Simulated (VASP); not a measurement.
SnTe:

```
CELL_PARAMETERS angstrom
0.00000 3.25312 3.25312
3.25312 0.00000 3.25312
3.25312 3.25312 0.00000
ATOMIC_POSITIONS crystal
Sn 0.00000 0.00000 0.00000
Te 0.50000 0.50000 0.50000
```

This cell differs from its parent crystal: strain +2.0%.

Base run:

- Program: VASP 6.6.1
- Functional: r2SCAN
- Potentials or basis: VASP PAW PBE potentials, release 64 (Sn_d, Te)
- Cutoff: 520 eV
- k mesh: 8 × 8 × 8
- Occupations: gaussian, width 0.01 eV
- Spin: no spin polarisation

Its results: band gap on the k mesh 0.31 eV, direct; pressure -2.4 GPa.

Task: The run is repeated on the same cell with these changes: functional from r2SCAN to PBE; occupations from gaussian, width 0.01 eV to fermi-dirac, width 0.02 eV. What comes out?

Result: Band gap on the k mesh 0.17 eV, direct; pressure -1.7 GPa.

Caveats: spin-orbit coupling is left out, which moves the levels of the heavy elements; the PAW data sets were made with another functional, which shifts forces and pressure a little (some runs).

A k mesh can miss the band edges.
